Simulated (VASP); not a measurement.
A run of VASP 6.6.1 is set up as follows.

The input INCAR:

```
SYSTEM = YTeAu
ALGO = Fast
EDIFF = 1E-6
EDIFFG = -0.01
ENCUT = 600
GGA = PE
IBRION = 2
ISIF = 3
ISMEAR = 0
LASPH = .TRUE.
LCHARG = .FALSE.
LREAL = .FALSE.
LWAVE = .FALSE.
NELM = 60
NSW = 100
PREC = Accurate
SIGMA = 0.1
```

Contents of KPOINTS:

```
k-points
0
G
  12 12 8
  0 0 0
```

The input POSCAR:

```
YTeAu
1.0
    4.1821074720      0.0000000000      0.0000000000
    0.0000000000      4.1821074720      0.0000000000
    0.0000000000      0.0000000000      5.8324183304
Y Te Au
1 1 1
Direct
    0.5000000000      0.5000000000      0.5000000000
    0.5000000000      0.5000000000      0.0000000000
    0.0000000000      0.0000000000      0.5000000000
```

Potentials or basis: VASP PAW PBE potentials, release 64 (Y_sv, Te, Au).

Run with:

```console
$ cat potpaw_PBE.64/Y_sv/POTCAR potpaw_PBE.64/Te/POTCAR potpaw_PBE.64/Au/POTCAR > POTCAR
$ mpirun -np 1 vasp_std > vasp.out
```

Task: Estimate the relaxed volume.

Result: 34.02 Å³/atom.

Task: Estimate the relaxed cell.

Result: a = 4.182 Å, b = 4.182 Å, c = 5.836 Å, α = 90.00°, β = 90.00°, γ = 90.00°.

Task: What does it give for the space group after relaxing (to 0.05 Å)?

Result: P4/mmm (No. 123).

Task: What does it give for the band gap on the k mesh?

Result: Zero (band 14 reaches 3.58 eV, above the bottom of band 15 at 2.76 eV).

Final structure:
```
CELL_PARAMETERS angstrom
4.18195 0.00000 0.00000
0.00000 4.18195 0.00000
0.00000 0.00000 5.83597
ATOMIC_POSITIONS crystal
Y 0.50000 0.50000 0.50000
Te 0.50000 0.50000 0.00000
Au 0.00000 0.00000 0.50000
```

Caveat: spin-orbit coupling is left out, which moves the levels of the heavy elements.
